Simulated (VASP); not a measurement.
Set up this calculation in VASP 6.6.1, as the native input.

```
Task                    : single point
Functional              : LDA
Potentials or basis     : VASP PAW LDA potentials, release 64 (Sc_sv)
Cutoff                  : 520 eV
k mesh                  : 8 × 8 × 8
Occupations             : fermi-dirac, width 0.08 eV
Spin                    : no spin polarisation
Dipole correction       : no
k mesh for the DOS      : 12 × 12 × 12
Occupations for the DOS : tetrahedron
Further INCAR settings  : ALGO = Normal; EDIFF = 1e-06; NBANDS = 30
```

The system is Sc.

```
Sc
1.0
    -3.08801    3.08801    2.70624
     3.08801   -3.08801    2.70624
     3.08801    3.08801   -2.70624
Sc
4
Direct
  0.16373 0.33627 0.50000
  0.66373 0.16373 0.82746
  0.33627 0.83627 0.17254
  0.83627 0.66373 0.50000
```

These files were run (other wordings do the same):

POSCAR

```
Sc
1.0
   -3.0880123167      3.0880123167      2.7062434742
    3.0880123167     -3.0880123167      2.7062434742
    3.0880123167      3.0880123167     -2.7062434742
Sc
4
Direct
    0.1637304900      0.3362695100      0.5000000000
    0.6637304900      0.1637304900      0.8274609800
    0.3362695100      0.8362695100      0.1725390200
    0.8362695100      0.6637304900      0.5000000000
```

INCAR.step1

```
SYSTEM = Sc
ALGO = Normal
EDIFF = 1E-6
ENCUT = 520
ISIF = 2
ISMEAR = -1
LASPH = .TRUE.
LCHARG = .TRUE.
LMAXMIX = 4
LREAL = .FALSE.
LWAVE = .FALSE.
NBANDS = 30
NELM = 60
PREC = Accurate
SIGMA = 0.08
```

KPOINTS.step1

```
k-points
0
G
  8 8 8
  0 0 0
```

INCAR.step2

```
SYSTEM = Sc
ALGO = Normal
EDIFF = 1E-6
ENCUT = 520
ICHARG = 11
ISIF = 2
ISMEAR = -5
LASPH = .TRUE.
LCHARG = .FALSE.
LMAXMIX = 4
LORBIT = 10
LREAL = .FALSE.
LWAVE = .FALSE.
NBANDS = 30
NEDOS = 1001
NELM = 60
PREC = Accurate
SIGMA = 0.08
```

KPOINTS.step2

```
k-points
0
G
  12 12 12
  0 0 0
```

Potentials or basis: VASP PAW LDA potentials, release 64 (Sc_sv).

Launch:

```bash
$ cat potpaw_LDA.64/Sc_sv/POTCAR > POTCAR
$ cp INCAR.step1 INCAR
$ cp KPOINTS.step1 KPOINTS
$ mpirun -np 1 vasp_std > vasp.out
$ cp INCAR.step2 INCAR
$ cp KPOINTS.step2 KPOINTS
$ mpirun -np 1 vasp_std > vasp.out
```

Results of the run:

* Valence electrons inside the program's atomic spheres: Sc 9.44

Wall time 11 min on 1 thread of Intel Xeon 8259CL, with other jobs on the host, peak memory 0.45 GiB.
